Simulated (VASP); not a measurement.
Input of a VASP 6.6.1 run:

File INCAR:

```
SYSTEM = Li2S
PREC = Accurate
ENCUT = 750
EDIFF = 1E-6
ISMEAR = -1
SIGMA = 0.02
LREAL = .FALSE.
LASPH = .TRUE.
NELM = 120
ALGO = Normal
ISIF = 2
LWAVE = .FALSE.
LCHARG = .FALSE.
GGA = CA
NBANDS = 13
GGA_COMPAT = .FALSE.
```

The input KPOINTS:

```
Automatic mesh
0
G
  7 7 7
  0 0 0
```

File POSCAR:

```
Li2S
1.0
    0.0000000000      2.8915569385      2.8915569385
    2.8915569385      0.0000000000      2.8915569385
    2.8915569385      2.8915569385      0.0000000000
Li S
2 1
Direct
    0.2500000000      0.2500000000      0.2500000000
    0.7500000000      0.7500000000      0.7500000000
    0.0000000000      0.0000000000      0.0000000000
```

Potentials or basis: VASP PAW LDA potentials, release 64 (Li_sv, S).

The run is started by

```bash
$ cat potpaw_LDA.64/Li_sv/POTCAR potpaw_LDA.64/S/POTCAR > POTCAR
$ mpirun -np 1 vasp_std > vasp.out
```

Q: Estimate the pressure.

A: -4.3 GPa.

Q: Estimate the band gap on the k mesh.

A: 3.34 eV, indirect (least direct gap 3.84 eV).

 A k mesh can miss the band edges.
